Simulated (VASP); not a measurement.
Write the native input for VASP 6.6.1 that does the following.

- Task: single point
- Functional: PBE
- Potentials or basis: VASP PAW PBE potentials, release 64 (In_d)
- Cutoff: 520 eV
- k mesh: 18 × 18 × 18
- Occupations: gaussian, width 0.1 eV
- Spin: no spin polarisation
- Dipole correction: no
- Further INCAR settings: ALGO = Fast; EDIFF = 1e-07; NBANDS = 12

The structure of In lies in POSCAR:

```
In
1.0
   -1.6950972428      1.6950972428      2.3922503790
    1.6950972428     -1.6950972428      2.3922503790
    1.6950972428      1.6950972428     -2.3922503790
In
1
Direct
    0.0000000000      0.0000000000      0.0000000000
```

The input as run:

INCAR

```
  PREC = Accurate
  ENCUT = 520
  EDIFF = 1E-7
  ISMEAR = 0
  SIGMA = 0.1
  LREAL = False
  LASPH = True
  NELM = 80
  ALGO = Fast
  ISIF = 2
  LWAVE = False
  LCHARG = False
  GGA = PE
  NBANDS = 12
```

KPOINTS

```
regular mesh
0
Gamma
  18 18 18
```

Potentials or basis: VASP PAW PBE potentials, release 64 (In_d).

Launch:

```bash
$ cat potpaw_PBE.64/In_d/POTCAR > POTCAR
$ mpirun -np 1 vasp_std > vasp.out
```

It gave:

The pressure is -0.1 GPa.

It took 2.3 min on 1 thread of Intel(R) Xeon(R) Platinum 8488C (Sapphire Rapids), with other jobs on the host, peak memory 0.27 GiB.
